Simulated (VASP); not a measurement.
Ti: single point with r2SCAN

The system is Ti.

```
CELL_PARAMETERS angstrom
0.00000 1.96942 1.96942
1.96942 0.00000 1.96942
1.96942 1.96942 0.00000
ATOMIC_POSITIONS crystal
Ti 0.00000 0.00000 0.00000
```

This cell differs from its parent crystal: volume scaled by 0.88.

- Program: VASP 6.6.1
- Task: single point
- Functional: r2SCAN
- Potentials or basis: VASP PAW PBE potentials, release 64 (Ti_sv)
- Cutoff: 520 eV
- k mesh: 18 × 18 × 18
- Occupations: gaussian, width 0.1 eV
- Spin: no spin polarisation
- Dipole correction: no
- Further INCAR settings: ALGO = Normal; EDIFF = 1e-07; NBANDS = 12

```yaml
Pressure: 18.0 GPa
Band_gap_on_the_k_mesh: zero (band 6 reaches 10.77 eV, above the bottom of band 7 at 9.19 eV)
```

Levels at points of the mesh, in eV from the Fermi level:
| k point | band 2 | band 3 | band 4 | band 5 | band 6 | band 7 | band 8 | band 9 | band 10 | band 11 |
| --- | --- | --- | --- | --- | --- | --- | --- | --- | --- | --- |
| (0.00, 0.00, 0.00) | -33.44 | -33.44 | -33.44 | -6.73 | 1.08 | 1.08 | 1.08 | 3.19 | 3.19 | 16.47 |
| (0.50, 0.00, 0.00) | -34.49 | -33.57 | -33.57 | -3.02 | 0.84 | 0.96 | 0.96 | 4.44 | 4.44 | 10.08 |
| (0.50, 0.50, 0.00) | -34.42 | -33.80 | -33.80 | -3.17 | -2.19 | 3.50 | 4.49 | 4.74 | 4.74 | 12.64 |

It took 50 s on 1 thread of Intel(R) Xeon(R) 6975P-C (Granite Rapids), on a shared host, peak memory 0.17 GiB.

Caveat: the PAW data sets were made with another functional, which shifts forces and pressure a little.
